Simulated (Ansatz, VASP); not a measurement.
Au: VASP beside Ansatz

```
CELL_PARAMETERS angstrom
2.80173 0.00000 0.00000
0.00000 2.80173 0.00000
0.00000 0.00000 2.80173
ATOMIC_POSITIONS crystal
Au 0.00000 0.00000 0.00000
```

Change from the starting cell: volume scaled by 1.06.

Alike in both runs: task single point; functional PBE; k mesh 12 × 12 × 12; occupations fermi-dirac, width 0.08 eV; no spin polarisation.

|  | VASP | Ansatz |
| --- | --- | --- |
| version | VASP 6.6.1 | Ansatz 0.2.0 |
| potentials or method | VASP PAW PBE potentials, release 64 (Au), cutoff 520 eV | all-electron LAPW, scalar-relativistic |

```tsv
	VASP	Ansatz	Ansatz less VASP
pressure (GPa)	-5.3	-5.2	+0.13
```

Ansatz ran all-electron here, and VASP with PAW potentials.

Spin-orbit coupling is off throughout.
